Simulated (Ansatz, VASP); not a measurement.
# One calculation of MgO, two programs

```xyz
2
Lattice="0.0000 2.0970 2.0970 2.0970 0.0000 2.0970 2.0970 2.0970 0.0000" Properties=species:S:1:pos:R:3 pbc="T T T"
Mg    0.0000    0.0000    0.0000
O     2.0970    2.0970    2.0970
```

Alike in both runs: task relaxation of cell and atoms; functional PBE; k mesh 10 × 10 × 10; occupations gaussian, width 0.02 eV; no spin polarisation.

```csv
,VASP,Ansatz
version,VASP 6.6.1,Ansatz 0.2.0
potentials or method,"VASP PAW PBE potentials, release 64 (Mg, O), cutoff 600 eV","scalar-relativistic, plane waves, PAW"
valence electrons in the cell,8,16
```

Ansatz gave:

* gap on the k mesh at the Fermi level, each at its own relaxed structure (eV): 4.46
* relaxed volume (Å³/atom): 9.62
* relaxed cell length with the largest relative difference (Å): 3.008

Task: Which values does VASP return?

Result: gap on the k mesh at the Fermi level, each at its own relaxed structure (eV): 4.50; relaxed volume (Å³/atom): 9.56; relaxed cell length with the largest relative difference (Å): 3.002.

VASP's potentials hold 8 valence electrons a cell and Ansatz's 16, so a difference there can come from the potentials and not from the codes.
